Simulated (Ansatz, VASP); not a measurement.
One calculation of CsCl, two programs

```
Cs Cl
1.0
     4.14068    0.00000    0.00000
     0.00000    4.14068    0.00000
     0.00000    0.00000    4.14068
Cs Cl
1 1
Direct
  0.00000 0.00000 0.00000
  0.50000 0.50000 0.50000
```

Alike in both runs: task single point; functional HSE06; k mesh 4 × 4 × 4; no spin polarisation.

|  | VASP | Ansatz |
| --- | --- | --- |
| version | VASP 6.6.1 | Ansatz 0.2.0 |
| potentials or method | VASP PAW PBE potentials, release 64 (Cs_sv, Cl) | plane waves |
| plane-wave cutoff (eV) | 400 | 420 |
| occupations | gaussian, width 0.01 eV | fixed |
| valence electrons in the cell | 16 | 16 |

VASP gave:

| Quantity | Value |
| --- | --- |
| gap on the k mesh at the Fermi level (eV) | 6.51 |
| pressure (GPa) | 0.4 |

Task: What did Ansatz give for the same quantities?

Result: gap on the k mesh at the Fermi level (eV): 6.53; pressure (GPa): 0.4.

Ansatz's warnings: hybrid solves reversed points apart, stress exchange threshold loose, stress scf threshold loose.

Neither program's run includes spin-orbit coupling.
